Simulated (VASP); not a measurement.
## Pd: single point with PBE

Pd:

```
Pd
1.0
     0.00000    1.90520    1.90520
     1.90520    0.00000    1.90520
     1.90520    1.90520    0.00000
Pd
1
Direct
  0.00000 0.00000 0.00000
```

This cell differs from its parent crystal: volume scaled by 0.94.

* Program: VASP 6.6.1
* Task: single point
* Functional: PBE
* Potentials or basis: VASP PAW PBE potentials, release 64 (Pd)
* Cutoff: 520 eV
* k mesh: 18 × 18 × 18
* Occupations: fermi-dirac, width 0.05 eV
* Spin: no spin polarisation
* Dipole correction: no
* Further INCAR settings: ALGO = Normal; EDIFF = 1e-06; NBANDS = 11

| Property | Result |
| --- | --- |
| Pressure | 22.3 GPa |
| Band gap on the k mesh | zero (band 5 reaches 11.25 eV, above the bottom of band 6 at 9.48 eV) |

Levels at points of the mesh, in eV from the Fermi level:
```tsv
k point	band 1	band 2	band 3	band 4	band 5	band 6	band 7	band 8	band 9	band 10
(0.00, 0.00, 0.00)	-7.66	-3.15	-3.15	-3.15	-1.36	-1.36	17.19	22.35	22.35	22.35
(0.50, 0.00, 0.00)	-5.83	-3.21	-3.21	-0.03	-0.03	0.87	7.86	16.57	21.73	21.73
(0.50, 0.50, 0.00)	-5.97	-5.66	-0.06	0.33	0.33	3.34	11.46	13.56	13.56	22.53
```

Wall time 40 s on 1 thread of Intel Xeon 8259CL, on a shared host, peak memory 0.15 GiB.
